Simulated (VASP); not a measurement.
# Pt (I4/mmm) in VASP: a series of runs, part 2 of 2

VASP 6.6.1. The steps go on from the part before.

### Step 4. Single point, PBEsol (strain -0.0100 x Voigt [0, 0, 1, 0, 0, 0])

File INCAR:

```
SYSTEM = Pt
ALGO = Fast
EDIFF = 1E-6
ENCUT = 520
GGA = PS
ISIF = 2
ISMEAR = 0
LASPH = .True.
LCHARG = .False.
LREAL = .False.
LWAVE = .False.
NBANDS = 11
NELM = 60
PREC = Accurate
SIGMA = 0.15
```

File KPOINTS:

```
k-points
0
Gamma
  22 22 22
  0 0 0
```

File POSCAR:

```
Pt
1.0
   -1.5842200000      1.5842200000      1.5683778000
    1.5842200000     -1.5842200000      1.5683778000
    1.5842200000      1.5842200000     -1.5683778000
Pt
1
Direct
    0.0000000000      0.0000000000      0.0000000000
```

Potentials or basis: VASP PAW PBE potentials, release 64 (Pt).

The run is started by

```
$ cat potpaw_PBE.64/Pt/POTCAR > POTCAR
$ mpirun -np 1 vasp_std > vasp.out
```

OUTCAR:

```text
SYSTEM = Pt
   EDIFF = 1E-6
   ENCUT = 520
   GGA = PS
   ISIF = 2
   ISMEAR = 0
   LASPH = .True.
   LREAL = .False.
   NELM = 60
   PREC = Accurate

 ion  position               nearest neighbor table
   1  0.000  0.000  0.000-

  LATTYP: Found a body centered tetragonal cell.
 ALAT       =     3.1684400000
 C/A-ratio  =     0.9900000000

  Lattice vectors:

 A1 = (  -1.5842200000,   1.5842200000,   1.5683778000)
 A2 = (   1.5842200000,  -1.5842200000,   1.5683778000)
 A3 = (   1.5842200000,   1.5842200000,  -1.5683778000)

Analysis of symmetry for initial positions (statically):
=====================================================================
 Subroutine PRICEL returns:
 Original cell was already a primitive cell.

 Routine SETGRP: Setting up the symmetry group for a
 body centered tetragonal supercell.

 Subroutine GETGRP returns: Found 16 space group operations
 (whereof 16 operations were pure point group operations)
 out of a pool of 16 trial point group operations.

The static configuration has the point symmetry D_4h.

[... 160 lines left out ...]

 E-fermi :  10.0612     XC(G=0): -13.3673

 val. band max:       10.0600866028   @ k =  -0.0455   0.3636   0.0455
 cond. band min:      10.0717189801   @ k =   0.3636  -0.0000   0.0000
 fundamental gap:      0.0116323773
 Fermi energy:        10.0612011317

 k-point     1 :       0.0000    0.0000    0.0000
  band No.  band energies     occupation
      1       0.4804      2.00000
      2       6.5192      2.00000
      3       6.6049      2.00000
      4       6.6049      2.00000
      5       9.0421      2.00000
      6       9.1547      2.00000
      7      27.1006      0.00000
      8      27.1006      0.00000
      9      27.2964      0.00000
     10      37.1683      0.00000
     11      37.2737      0.00000
[... 309 lines left out ...]
 k-point    24 :      -0.4545    0.0455   -0.0000
  band No.  band energies     occupation
      1       3.5277      2.00000
      2       5.1846      2.00000
      3       8.6949      2.00000
      4       9.1091      2.00000
      5       9.7192      1.99874
      6      11.1242      0.00000
      7      17.5215      0.00000
      8      23.5581      0.00000
      9      26.1456      0.00000
     10      34.1484      0.00000
     11      34.5245      0.00000

 [... further k-points ...]
[... 5 lines left out ...]
  --------------------------------------------------------------------------------------
  -------------------------------------------------------------------------------------
  Total       -0.8576460     -0.8576460     -0.9602251      0.0000000      0.0000000     -0.0000000
  in kB      -87.2724142    -87.2724142    -97.7106618      0.0000000      0.0000000     -0.0000000
  external PRESSURE =     -90.7518301 kB  Pullay stress =       0.0000000 kB

 VOLUME and BASIS-vectors are now :
 -----------------------------------------------------------------------------
  energy-cutoff  :      520.00
  volume of cell :       15.74
      direct lattice vectors                 reciprocal lattice vectors
    -1.584220000  1.584220000  1.568377800     0.000000000  0.315612731  0.318800738
     1.584220000 -1.584220000  1.568377800     0.315612731  0.000000000  0.318800738
     1.584220000  1.584220000 -1.568377800     0.315612731  0.315612731  0.000000000

 POSITION                                       TOTAL-FORCE (eV/Angst)
 -----------------------------------------------------------------------------------
      0.00000      0.00000      0.00000         0.000000      0.000000      0.000000
 -----------------------------------------------------------------------------------
    total drift:                                0.000000     -0.000000      0.000000

  FREE ENERGIE OF THE ION-ELECTRON SYSTEM (eV)
  ---------------------------------------------------
  free  energy   TOTEN  =        -6.8397763080 eV

  energy  without entropy=       -6.8266936259  energy(sigma->0) =       -6.83323497
```

OSZICAR:

```text
N       E                     dE             d eps       ncg     rms          rms(c)
DAV:   1     0.388530430966E+02    0.38853E+02   -0.53502E+03 18756   0.843E+02
DAV:   2    -0.667620795428E+01   -0.45529E+02   -0.43619E+02 20853   0.174E+02
DAV:   3    -0.727472531898E+01   -0.59852E+00   -0.59541E+00 21534   0.192E+01
DAV:   4    -0.727702209432E+01   -0.22968E-02   -0.22966E-02 21285   0.140E+00
DAV:   5    -0.727704043114E+01   -0.18337E-04   -0.18336E-04 21745   0.116E-01    0.114E+01
RMM:   6    -0.688072866119E+01    0.39631E+00   -0.40255E-01 18390   0.531E+00    0.583E+00
RMM:   7    -0.684343694816E+01    0.37292E-01   -0.65934E-02 19299   0.231E+00    0.239E+00
RMM:   8    -0.684021319521E+01    0.32238E-02   -0.85034E-03 19895   0.819E-01    0.660E-01
RMM:   9    -0.683975932413E+01    0.45387E-03   -0.10946E-03 21182   0.284E-01    0.369E-02
RMM:  10    -0.683977529949E+01   -0.15975E-04   -0.14994E-04 21354   0.938E-02    0.403E-02
RMM:  11    -0.683977579359E+01   -0.49410E-06   -0.14573E-05 21293   0.274E-02    0.209E-02
RMM:  12    -0.683977630802E+01   -0.51443E-06   -0.48085E-06 19118   0.160E-02
   1 F= -.68397763E+01 E0= -.68332350E+01  d E =-.130827E-01
```

stdout:

```text
POSCAR found type information on POSCAR Pt
 POSCAR found :  1 types and       1 ions
 scaLAPACK will be used
 -----------------------------------------------------------------------------
|                                                                             |
|                                                                             |
|     You enforced a specific xc type in the INCAR file but a different       |
|     I HOPE YOU KNOW WHAT YOU ARE DOING!                                     |
|                                                                             |
 -----------------------------------------------------------------------------

 LDA part: xc-table for (Slater+PW92), standard interpolation
 POSCAR, INCAR and KPOINTS ok, starting setup
 FFT: planning ... GRIDC
 FFT: planning ... GRID_SOFT
 FFT: planning ... GRID
 WAVECAR not read
 entering main loop
WARNING in EDDRMM: call to ZHEGV failed, returncode =   6  3     11
```

It took 42 s on 1 thread of Intel Xeon 6975P-C (Granite Rapids), shared host; peak memory 0.25 GiB.

Results:

- Free energy: -6.8398 eV
- Pressure: -9.1 GPa
- Band gap on the k mesh: zero (band 5 reaches 11.11 eV, above the bottom of band 6 at 8.98 eV)

Caveat: the cell differs from its parent crystal (strain -0.0100 x Voigt [0, 0, 1, 0, 0, 0]); the PAW data sets were made with another functional, which shifts forces and pressure a little; spin-orbit coupling is left out, which moves the levels of the heavy elements.

### Step 5. Single point, PBEsol (strain +0.0100 x Voigt [0, 0, 1, 0, 0, 0])

File INCAR:

```
SYSTEM = Pt
PREC = Accurate
ENCUT = 520
EDIFF = 1E-6
ISMEAR = 0
SIGMA = 0.15
LREAL = .False.
LASPH = .True.
NELM = 100
ALGO = Fast
ISIF = 2
LWAVE = .False.
LCHARG = .True.
GGA = PS
LELF = .True.
LVHAR = .True.
NBANDS = 11
```

File KPOINTS:

```
regular mesh
0
Gamma
  22 22 22
  0 0 0
```

File POSCAR:

```
Pt
1.0
   -1.5842200000      1.5842200000      1.6000622000
    1.5842200000     -1.5842200000      1.6000622000
    1.5842200000      1.5842200000     -1.6000622000
Pt
1
Direct
    0.0000000000      0.0000000000      0.0000000000
```

The run is started by

```
$ cat potpaw_PBE.64/Pt/POTCAR > POTCAR
$ mpirun -np 1 vasp_std > vasp.out
```

It took 46 s on 1 thread of Intel Xeon 6975P-C (Granite Rapids), shared host; peak memory 0.25 GiB.

It converged, with:

```yaml
Free_energy: -6.8176 eV
Pressure: -13.4 GPa
Band_gap_on_the_k_mesh: zero (band 5 reaches 10.72 eV, above the bottom of band 6 at 8.67 eV)
```

Stress tensor (GPa, compression positive):
```
-13.69   0.00   0.00
  0.00 -13.69   0.00
  0.00   0.00 -12.75
```

Levels at points of the mesh, in eV from the Fermi level:
```csv
k point,band 3,band 4,band 5,band 6,band 7,band 8
"(0.00, 0.00, 0.00)",-3.41,-3.33,-0.98,-0.88,16.98,17.17
"(0.50, 0.00, 0.00)",-1.16,-0.63,0.25,1.03,6.11,13.28
"(0.50, 0.50, 0.00)",-1.05,-0.59,0.32,1.05,6.20,13.17
"(0.50, 0.50, 0.50)",0.51,0.54,0.54,7.39,7.69,7.69
```

Caveat: the cell differs from its parent crystal (strain +0.0100 x Voigt [0, 0, 1, 0, 0, 0]); the PAW data sets were made with another functional, which shifts forces and pressure a little; spin-orbit coupling is left out, which moves the levels of the heavy elements.

### Step 6. Single point, PBEsol (strain +0.0200 x Voigt [0, 0, 1, 0, 0, 0])

File INCAR:

```
SYSTEM = Pt
PREC = Accurate
ENCUT = 520
EDIFF = 1E-6
ISMEAR = 0
SIGMA = 0.15
LREAL = .False.
LASPH = .True.
NELM = 60
ALGO = Fast
ISIF = 2
LWAVE = .False.
LCHARG = .False.
GGA = PS
NBANDS = 11
```

File KPOINTS:

```
Automatic mesh
0
Gamma
  22 22 22
  0 0 0
```

File POSCAR:

```
Pt
1.0
   -1.5842200000      1.5842200000      1.6159044000
    1.5842200000     -1.5842200000      1.6159044000
    1.5842200000      1.5842200000     -1.6159044000
Pt
1
Direct
    0.0000000000      0.0000000000      0.0000000000
```

Potentials or basis: VASP PAW PBE potentials, release 64 (Pt).

The run is started by

```
$ cat potpaw_PBE.64/Pt/POTCAR > POTCAR
$ mpirun -np 1 vasp_std > vasp.out
```

Run time: 49 s. Hardware: 1 thread of Intel Xeon 6975P-C (Granite Rapids), shared host; peak memory 0.26 GiB.

It converged, with:

| Quantity | Value |
| --- | --- |
| Free energy | -6.8044 eV |
| Pressure | -15.3 GPa |
| Band gap on the k mesh | zero (band 5 reaches 10.54 eV, above the bottom of band 6 at 8.49 eV) |

Stress tensor (GPa, compression positive):
```
-15.91   0.00   0.00
  0.00 -15.91   0.00
  0.00   0.00 -14.16
```

Levels at points of the mesh, in eV from the Fermi level:
```csv
k point,band 1,band 2,band 3,band 4,band 5,band 6,band 7,band 8,band 9,band 10
"(0.00, 0.00, 0.00)",-9.28,-3.38,-3.38,-3.22,-1.02,-0.82,16.86,17.23,17.23,26.48
"(0.50, 0.00, 0.00)",-6.34,-4.64,-1.19,-0.62,0.26,1.00,6.00,13.32,15.75,23.70
"(0.50, 0.50, 0.00)",-6.31,-4.81,-0.97,-0.56,0.39,1.04,6.17,13.08,15.28,23.97
"(0.50, 0.50, 0.50)",-5.81,-5.80,0.48,0.53,0.53,7.18,7.76,7.76,12.33,18.45
```

Caveat: the cell differs from its parent crystal (strain +0.0200 x Voigt [0, 0, 1, 0, 0, 0]); the PAW data sets were made with another functional, which shifts forces and pressure a little; spin-orbit coupling is left out, which moves the levels of the heavy elements.

### Step 7. Overview

```csv
cell,gap on the mesh (eV),pressure (GPa)
"a = 2.717 Å, angles 108.7, 108.7, 111.1°, 1 atom",none,-4.2
"a = 2.726 Å, angles 108.9, 108.9, 110.6°, 1 atom",none,-6.7
"a = 2.735 Å, angles 109.2, 109.2, 110.0°, 1 atom",none,-9.1
"a = 2.753 Å, angles 109.7, 109.7, 108.9°, 1 atom",none,-13.4
"a = 2.762 Å, angles 110.0, 110.0, 108.4°, 1 atom",none,-15.3
```

Alike in all rows: task single point; level PBEsol; potentials or basis VASP PAW PBE potentials, release 64 (Pt); no spin polarisation; k mesh 22 × 22 × 22; cutoff (eV) 520; smearing gaussian 0.15 eV.

Caveats: the PAW data sets were made with another functional, which shifts forces and pressure a little; spin-orbit coupling is left out, which moves the levels of the heavy elements.

Absolute energies hang on the potentials; compare differences alone.
